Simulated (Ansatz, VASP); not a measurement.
## One calculation of NaTlS2, two programs

```xyz
4
Lattice="4.1045 0.0000 0.0000 0.0000 4.1045 0.0000 0.0000 0.0000 6.6389" Properties=species:S:1:pos:R:3 pbc="T T T"
Na    0.0000    0.0000    0.0000
S     0.0000    2.0522    1.7983
S     2.0522    0.0000    4.8407
Tl    2.0522    2.0522    3.3195
```

Alike in both runs: task single point; functional r2SCAN; k mesh 6 × 6 × 4; no spin polarisation.

```csv
,VASP,Ansatz
version,VASP 6.6.1,Ansatz 0.2.0
potentials or method,"VASP PAW PBE potentials, release 64 (Na_pv, S, Tl_d)","plane waves, PAW"
plane-wave cutoff (eV),520,500
occupations,"gaussian, width 0.01 eV",fixed
valence electrons in the cell,32,34
```

```tsv
	VASP	Ansatz	Ansatz less VASP
gap on the k mesh at the Fermi level (eV)	1.10	1.08	-0.011
pressure (GPa)	-0.1	0.0	+0.09
```

VASP's potentials were made for PBE, not for r2SCAN. VASP's potentials hold 32 valence electrons a cell and Ansatz's 34, so a difference there can come from the potentials and not from the codes.

Spin-orbit coupling is off throughout.
